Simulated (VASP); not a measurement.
# Mo (Fm-3m) in VASP: a series of runs

Runs on Mo. Level: PBEsol. Tasks: single point, relaxation of cell and atoms.

Everything below comes from runs of VASP 6.6.1. Logs are shortened: lines on timing, memory, paths and dates and some standing lists are left out, and cuts for length are marked.

**1. The cell of the first run**

The structure is cubic, space group Fm-3m (No. 225). Conventional cell: a = 3.961 Å, b = 3.961 Å, c = 3.961 Å, α = 90.00°, β = 90.00°, γ = 90.00°. Within 3.7 Å of Mo (site symmetry m-3m) lie 12 Mo at 2.80 Å.

**2. Single point, PBEsol**

File INCAR:

```
SYSTEM = Mo
ALGO     = Normal         ! electronic algorithm
EDIFF    = 1E-6           ! SCF threshold, eV
ENCUT    = 520            ! plane-wave cutoff, eV
GGA      = PS             ! functional
ISIF     = 2              ! what is computed and relaxed
ISMEAR   = 0              ! smearing method
LASPH    = .True.         ! aspherical terms in the spheres
LCHARG   = .False.        ! write CHGCAR
LREAL    = .False.        ! projectors in reciprocal space
LWAVE    = .False.        ! write WAVECAR
NBANDS   = 13             ! bands
NELM     = 100            ! most SCF steps
PREC     = Accurate       ! precision mode
SIGMA    = 0.1            ! smearing width, eV
```

File KPOINTS:

```
k-points
0
Gamma
  18 18 18
  0 0 0
```

File POSCAR:

```
Mo
1.0
    0.0000000000     -1.9803974445     -1.9803974445
    1.9803974445      0.0000000000     -1.9803974445
    1.9803974445     -1.9803974445      0.0000000000
Mo
1
Direct
    0.0000000000      0.0000000000      0.0000000000
```

Potentials or basis: VASP PAW PBE potentials, release 64 (Mo_sv).

Launch:

```sh
> cat potpaw_PBE.64/Mo_sv/POTCAR > POTCAR
> mpirun -np 1 vasp_std > vasp.out
```

OUTCAR:

```text
SYSTEM = Mo
   EDIFF = 1E-6
   ENCUT = 520
   GGA = PS
   ISIF = 2
   ISMEAR = 0
   LASPH = .True.
   LREAL = .False.
   NELM = 100
   PREC = Accurate

 ion  position               nearest neighbor table
   1  0.000  0.000  0.000-

  LATTYP: Found a face centered cubic cell.
 ALAT       =     3.9607948890

  Lattice vectors:

 A1 = (   0.0000000000,  -1.9803974445,  -1.9803974445)
 A2 = (   1.9803974445,   0.0000000000,  -1.9803974445)
 A3 = (   1.9803974445,  -1.9803974445,   0.0000000000)

Analysis of symmetry for initial positions (statically):
[... 33 lines left out ...]
                                     Primitive cell

  volume of cell :      15.5341

  direct lattice vectors                    reciprocal lattice vectors
     0.000000000 -1.980397445 -1.980397445    -0.252474573 -0.252474573 -0.252474573
     1.980397445  0.000000000 -1.980397445     0.252474573  0.252474573 -0.252474573
     1.980397445 -1.980397445  0.000000000     0.252474573 -0.252474573  0.252474573

  length of vectors
     2.800704925  2.800704925  2.800704925     0.437298789  0.437298789  0.437298789

  position of ions in fractional coordinates (direct lattice)
     0.000000000  0.000000000  0.000000000

  ion indices of the primitive-cell ions
   primitive index   ion index
                 1           1

----------------------------------------------------------------------------------------

 KPOINTS: k-points

Automatic generation of k-mesh.
 Grid dimensions read from file:
 generate k-points for:   18   18   18

 Generating k-lattice:

  Cartesian coordinates                     Fractional coordinates (reciprocal lattice)
    -0.014026365 -0.014026365 -0.014026365     0.055555556  0.000000000  0.000000000
     0.014026365  0.014026365 -0.014026365     0.000000000  0.055555556  0.000000000
     0.014026365 -0.014026365  0.014026365     0.000000000  0.000000000  0.055555556

  Length of vectors
     0.024294377  0.024294377  0.024294377

  Shift w.r.t. Gamma in fractional coordinates (k-lattice)
     0.000000000  0.000000000  0.000000000

 Subroutine IBZKPT returns following result:
 ===========================================

 Found    195 irreducible k-points:

 Following reciprocal coordinates:
            Coordinates               Weight
  0.000000  0.000000  0.000000      1.000000
  0.055556  0.000000  0.000000      8.000000
  0.111111  0.000000  0.000000      8.000000
  0.166667  0.000000  0.000000      8.000000
  0.222222  0.000000  0.000000      8.000000
  0.277778  0.000000  0.000000      8.000000
[... 16 lines left out ...]
 -0.277778  0.055556  0.000000     24.000000
 -0.222222  0.055556  0.000000     24.000000
 [... further k-points ...]
   k-points           NKPTS =    195   k-points in BZ     NKDIM =    195   number of bands    NBANDS=     13
   number of dos      NEDOS =    301   number of ions     NIONS =      1
   total plane-waves  NPLWV =  13824
   dimension x,y,z NGX =    24 NGY =   24 NGZ =   24
   dimension x,y,z NGXF=    48 NGYF=   48 NGZF=   48
   ions per type =               1
   NGX,Y,Z   is equivalent  to a cutoff of  14.25, 14.25, 14.25 a.u.
   NGXF,Y,Z  is equivalent  to a cutoff of  28.49, 28.49, 28.49 a.u.
 SYSTEM =  Mo
   PREC   = accura    normal or accurate (medium, high low for compatibility)
   ISTART =      0    job   : 0-new  1-cont  2-samecut
   ICHARG =      2    charge: 1-file 2-atom 10-const
   ISPIN  =      1    spin polarized calculation?
   LNONCOLLINEAR =      F non collinear calculations
   LSORBIT =      F    spin-orbit coupling
   LASPH  =      T    aspherical Exc in radial PAW
   ENCUT  =  520.0 eV  38.22 Ry    6.18 a.u.   5.21  5.21  5.21*2*pi/ulx,y,z
   NELM   =    100;   NELMIN=  2; NELMDL= -5     # of ELM steps
   EDIFF  = 0.1E-05   stopping-criterion for ELM
   LREAL  =      F    real-space projection
   EDIFFG = 0.1E-04   stopping-criterion for IOM
   NSW    =      0    number of steps for IOM
   IBRION =     -1    ionic relax: 0-MD 1-quasi-New 2-CG
   NFREE  =      0    steps in history (QN), initial steepest desc. (CG)
   ISIF   =      2    stress and relaxation
   ISYM   =      2    0-nonsym 1-usesym 2-fastsym
   POTIM  = 0.5000    time-step for ionic-motion
   TEBEG  =    0.0;   TEEND  =   0.0 temperature during run
   PSTRESS=    0.0 pullay stress
   NELECT =      14.0000    total number of electrons
   NUPDOWN=      -1.0000    fix difference up-down
   EMIN   =  10.00;   EMAX   =-10.00  energy-range for DOS
   EFERMI =   0.00;   METHOD = LEGACY
   ISMEAR =     0;   SIGMA  =   0.10  broadening in eV -4-tet -1-fermi 0-gaus
   EFERMI_NEDOS =   21; number of points for ismear=-14 and -15
   IALGO  =     38    algorithm
   IMIX   =      4    mixing-type and parameters
     AMIX     =   0.40;   BMIX     =  1.00
     AMIX_MAG =   1.60;   BMIX_MAG =  1.00
  volume/ion in A,a.u.               =      15.53       104.83
  Fermi-wavevector in a.u.,A,eV,Ry     =   1.581327  2.988276 34.022683  2.500597
  Thomas-Fermi vector in A             =   2.681420
   LORBIT       =      0    0 simple, 1 ext, 2 COOP (PROOUT), +10 PAW based schemes
   GGA     = PS    functional components
   LHFCALC =     F    Hartree Fock is set to
   AEXX    =    0.0000 exact exchange contribution
   IVDW    =     0    specifies the selected vdW correction
   LEPSILON=     F    determine dielectric tensor
   LRPA    =     F    only Hartree local field effects (RPA)
 non-spin polarized calculation
 Gauss-broadening in eV      SIGMA  =   0.10
  energy-cutoff  :      520.00
  volume of cell :       15.53
 maximum number of plane-waves:       444
 NGX is ok and might be reduce to    24
   NGX = 11   NGY = 11   NGZ = 11

 number of electron      13.9999999 magnetization

 Free energy of the ion-electron system (eV)
  ---------------------------------------------------
  ext. energy  EPLUGINS =         0.00000000
  ---------------------------------------------------
  free energy    TOTEN  =       -11.34828091 eV

  energy without entropy =      -11.34219173  energy(sigma->0) =      -11.34523632

 E-fermi :  12.1102     XC(G=0): -13.5472

 val. band max:       12.1094640533   @ k =  -0.4444   0.1667   0.0000
 cond. band min:      12.1164682822   @ k =  -0.2778   0.1667   0.0556
 fundamental gap:      0.0070042289
 Fermi energy:        12.1102247075

 k-point     1 :       0.0000    0.0000    0.0000
  band No.  band energies     occupation
      1     -48.4752      2.00000
      2     -21.7696      2.00000
      3     -21.7696      2.00000
      4     -21.7696      2.00000
      5       5.2620      2.00000
      6      11.3755      2.00000
      7      11.3755      2.00000
      8      11.3755      2.00000
      9      14.1724      0.00000
     10      14.1724      0.00000
     11      25.2374      0.00000
     12      30.6116      0.00000
     13      30.6116      0.00000

 k-point     2 :       0.0556    0.0000    0.0000
  band No.  band energies     occupation
      1     -48.4676      2.00000
      2     -21.8163      2.00000
      3     -21.7754      2.00000
      4     -21.7754      2.00000
      5       5.3934      2.00000
      6      11.2839      2.00000
      7      11.4357      2.00000
      8      11.4357      2.00000
      9      14.1219      0.00000
     10      14.1219      0.00000
     11      25.4936      0.00000
     12      30.0468      0.00000
     13      30.8490      0.00000

 k-point     3 :       0.1111    0.0000    0.0000
  band No.  band energies     occupation
      1     -48.4457      2.00000
      2     -21.9496      2.00000
      3     -21.7920      2.00000
      4     -21.7920      2.00000
      5       5.7682      2.00000
      6      11.0524      2.00000
      7      11.5926      2.00000
      8      11.5926      2.00000
      9      14.0084      0.00000
     10      14.0084      0.00000
     11      26.1884      0.00000
     12      28.9168      0.00000
     13      31.5394      0.00000

 k-point     4 :       0.1667    0.0000    0.0000
  band No.  band energies     occupation
      1     -48.4120      2.00000
      2     -22.1505      2.00000
      3     -21.8173      2.00000
      4     -21.8173      2.00000
      5       6.3207      2.00000
      6      10.7977      2.00000
      7      11.7639      2.00000
      8      11.7639      2.00000
      9      13.9474      0.00000
     10      13.9474      0.00000
     11      26.8787      0.00000
     12      28.0435      0.00000
     13      32.6253      0.00000

 k-point     5 :       0.2222    0.0000    0.0000
  band No.  band energies     occupation
      1     -48.3703      2.00000
      2     -22.3917      2.00000
      3     -21.8482      2.00000
      4     -21.8482      2.00000
      5       6.9135      2.00000
      6      10.6979      2.00000
      7      11.8201      1.99996
      8      11.8201      1.99996
      9      14.1001      0.00000
     10      14.1001      0.00000
     11      26.2515      0.00000
     12      28.5915      0.00000
     13      34.0295      0.00000

 k-point     6 :       0.2778    0.0000    0.0000
  band No.  band energies     occupation
      1     -48.3257      2.00000
      2     -22.6426      2.00000
      3     -21.8808      2.00000
      4     -21.8808      2.00000
      5       7.3367      2.00000
      6      10.9699      2.00000
      7      11.7120      2.00000
      8      11.7120      2.00000
      9      14.5259      0.00000
     10      14.5259      0.00000
     11      25.3568      0.00000
     12      28.8828      0.00000
     13      35.6560      0.00000

 k-point     7 :       0.3333    0.0000    0.0000
  band No.  band energies     occupation
      1     -48.2834      2.00000
      2     -22.8733      2.00000
      3     -21.9113      2.00000
      4     -21.9113      2.00000
      5       7.4786      2.00000
      6      11.5219      2.00000
      7      11.5219      2.00000
      8      11.6846      2.00000
      9      15.1187      0.00000
     10      15.1187      0.00000
     11      24.6196      0.00000
     12      28.0181      0.00000
     13      34.4157      0.00000
[... 193 lines left out ...]
 k-point    20 :      -0.4444    0.0556    0.0000
  band No.  band energies     occupation
      1     -48.2180      2.00000
      2     -23.1858      2.00000
      3     -21.9922      2.00000
      4     -21.9577      2.00000
      5       7.4803      2.00000
      6      11.0535      2.00000
      7      11.2753      2.00000
      8      13.3150      0.00000
      9      16.1329      0.00000
     10      16.7880      0.00000
     11      23.6908      0.00000
     12      25.3751      0.00000
     13      31.3035      0.00000

 k-point    21 :      -0.3889    0.0556    0.0000
  band No.  band energies     occupation
      1     -48.2358      2.00000
      2     -23.0939      2.00000
      3     -21.9863      2.00000
      4     -21.9376      2.00000
      5       7.5393      2.00000
      6      11.1776      2.00000
      7      11.3609      2.00000
      8      12.6779      0.00000
      9      15.6182      0.00000
     10      16.4782      0.00000
     11      24.0643      0.00000
     12      26.2538      0.00000
     13      31.8090      0.00000

 k-point    22 :      -0.3333    0.0556    0.0000
  band No.  band energies     occupation
      1     -48.2667      2.00000
      2     -22.9331      2.00000
      3     -21.9688      2.00000
      4     -21.9095      2.00000
      5       7.5955      2.00000
      6      11.3712      2.00000
      7      11.5230      2.00000
      8      11.7891      1.99999
      9      14.9542      0.00000
     10      15.9218      0.00000
     11      24.6026      0.00000
     12      27.6013      0.00000
     13      32.8325      0.00000

 k-point    23 :      -0.2778    0.0556    0.0000
  band No.  band energies     occupation
      1     -48.3065      2.00000
      2     -22.7206      2.00000
      3     -21.9418      2.00000
      4     -21.8768      2.00000
      5       7.5301      2.00000
      6      11.0021      2.00000
      7      11.5953      2.00000
      8      11.7268      2.00000
      9      14.2885      0.00000
     10      15.2830      0.00000
     11      25.2995      0.00000
     12      28.7776      0.00000
     13      34.0523      0.00000

 k-point    24 :      -0.2222    0.0556    0.0000
  band No.  band energies     occupation
      1     -48.3504      2.00000
      2     -22.4801      2.00000
      3     -21.9080      2.00000
      4     -21.8434      2.00000
      5       7.1954      2.00000
      6      10.6061      2.00000
      7      11.7800      2.00000
      8      11.8896      1.99819
      9      13.7760      0.00000
     10      14.7149      0.00000
     11      26.1511      0.00000
     12      28.9001      0.00000
     13      33.5286      0.00000

 [... further k-points ...]

------------------------ aborting loop because EDIFF is reached ----------------------------------------

  FORCE on cell =-STRESS in cart. coord.  units (eV):
  Direction    XX          YY          ZZ          XY          YZ          ZX
  --------------------------------------------------------------------------------------
  -------------------------------------------------------------------------------------
  Total        0.0494554      0.0494554      0.0494554      0.0000000     -0.0000000     -0.0000000
  in kB        5.1007906      5.1007906      5.1007906      0.0000000     -0.0000000     -0.0000000
  external PRESSURE =       5.1007906 kB  Pullay stress =       0.0000000 kB

 VOLUME and BASIS-vectors are now :
 -----------------------------------------------------------------------------
  energy-cutoff  :      520.00
  volume of cell :       15.53
      direct lattice vectors                 reciprocal lattice vectors
     0.000000000 -1.980397445 -1.980397445    -0.252474573 -0.252474573 -0.252474573
     1.980397445  0.000000000 -1.980397445     0.252474573  0.252474573 -0.252474573
     1.980397445 -1.980397445  0.000000000     0.252474573 -0.252474573  0.252474573

 POSITION                                       TOTAL-FORCE (eV/Angst)
 -----------------------------------------------------------------------------------
      0.00000      0.00000      0.00000        -0.000000      0.000000      0.000000
 -----------------------------------------------------------------------------------
    total drift:                               -0.000000     -0.000000     -0.000000

  FREE ENERGIE OF THE ION-ELECTRON SYSTEM (eV)
  ---------------------------------------------------
  free  energy   TOTEN  =       -11.3482809081 eV

  energy  without entropy=      -11.3421917333  energy(sigma->0) =      -11.34523632
```

It took 53 s on 1 thread of Intel Xeon 6975P-C, shared host; peak memory 0.17 GiB.

What came out:

- Free energy: -11.3483 eV
- Pressure: 0.5 GPa
- Band gap on the k mesh: zero (band 7 reaches 16.30 eV, above the bottom of band 8 at 11.38 eV)

Levels at points of the mesh, in eV from the Fermi level:
```csv
k point,band 5,band 6,band 7,band 8,band 9,band 10
"(0.00, 0.00, 0.00)",-6.85,-0.73,-0.73,-0.73,2.06,2.06
"(0.50, 0.00, 0.00)",-4.75,-0.94,-0.94,1.67,4.24,4.24
"(0.50, 0.50, 0.00)",-5.17,-4.45,4.19,4.21,4.87,4.87
```

Caveat: the PAW data sets were made with another functional, which shifts forces and pressure a little.

**3. Relaxation of cell and atoms, PBEsol**

File INCAR:

```
SYSTEM = Mo
ALGO     = Fast           ! electronic algorithm
EDIFF    = 1E-6           ! SCF threshold, eV
EDIFFG   = -0.005         ! ionic threshold
ENCUT    = 600            ! plane-wave cutoff, eV
GGA      = PS             ! functional
IBRION   = 2              ! ionic algorithm
ISIF     = 3              ! what is computed and relaxed
ISMEAR   = 0              ! smearing method
LASPH    = .TRUE.         ! aspherical terms in the spheres
LCHARG   = .FALSE.        ! write CHGCAR
LREAL    = .FALSE.        ! projectors in reciprocal space
LWAVE    = .FALSE.        ! write WAVECAR
NELM     = 80             ! most SCF steps
NSW      = 100            ! ionic steps
PREC     = Accurate       ! precision mode
SIGMA    = 0.1            ! smearing width, eV
```

File KPOINTS:

```
k-points
0
G
  18 18 18
  0 0 0
```

File POSCAR:

```
Mo
1.0
    0.0000000000      1.9797729525      1.9797729525
    1.9797729525      0.0000000000      1.9797729525
    1.9797729525      1.9797729525      0.0000000000
Mo
1
Direct
    0.0000000000      0.0000000000      0.0000000000
```

Potentials or basis: VASP PAW PBE potentials, release 64 (Mo_sv).

Launch:

```sh
> cat potpaw_PBE.64/Mo_sv/POTCAR > POTCAR
> mpirun -np 1 vasp_std > vasp.out
```

Wall time 2.1 min (1 thread of Intel Xeon 6975P-C, shared host); peak memory 0.18 GiB.

It converged, with:

```yaml
Free_energy: -11.3484 eV
Relaxed_volume: 15.56 Å³/atom
Relaxed_cell: a = 2.802 Å, b = 2.802 Å, c = 2.802 Å, α = 60.00°, β = 60.00°, γ = 60.00°
Space_group_after_relaxing_to_0.05_Å: Fm-3m (No. 225)
Energy_gained_by_relaxing: 0.1 meV/atom
Ionic_steps: 4
Pressure_after_relaxing: 0.0 GPa
Band_gap_on_the_k_mesh: zero (band 7 reaches 16.26 eV, above the bottom of band 8 at 11.35 eV)
```

Final structure:
```
Mo
1.0
     0.00000    1.98163    1.98163
     1.98163    0.00000    1.98163
     1.98163    1.98163    0.00000
Mo
1
Direct
  0.00000 0.00000 0.00000
```

Levels at points of the mesh, in eV from the Fermi level:
| k point | band 3 | band 4 | band 5 | band 6 | band 7 | band 8 | band 9 | band 10 | band 11 |
| --- | --- | --- | --- | --- | --- | --- | --- | --- | --- |
| (0.00, 0.00, 0.00) | -33.89 | -33.89 | -6.84 | -0.73 | -0.73 | -0.73 | 2.06 | 2.06 | 13.13 |
| (0.50, 0.00, 0.00) | -34.07 | -34.07 | -4.74 | -0.94 | -0.94 | 1.66 | 4.23 | 4.23 | 11.55 |
| (0.50, 0.50, 0.00) | -34.40 | -34.40 | -5.15 | -4.44 | 4.18 | 4.20 | 4.86 | 4.86 | 12.69 |

Caveat: the PAW data sets were made with another functional, which shifts forces and pressure a little.

[end of part 1 of 2]
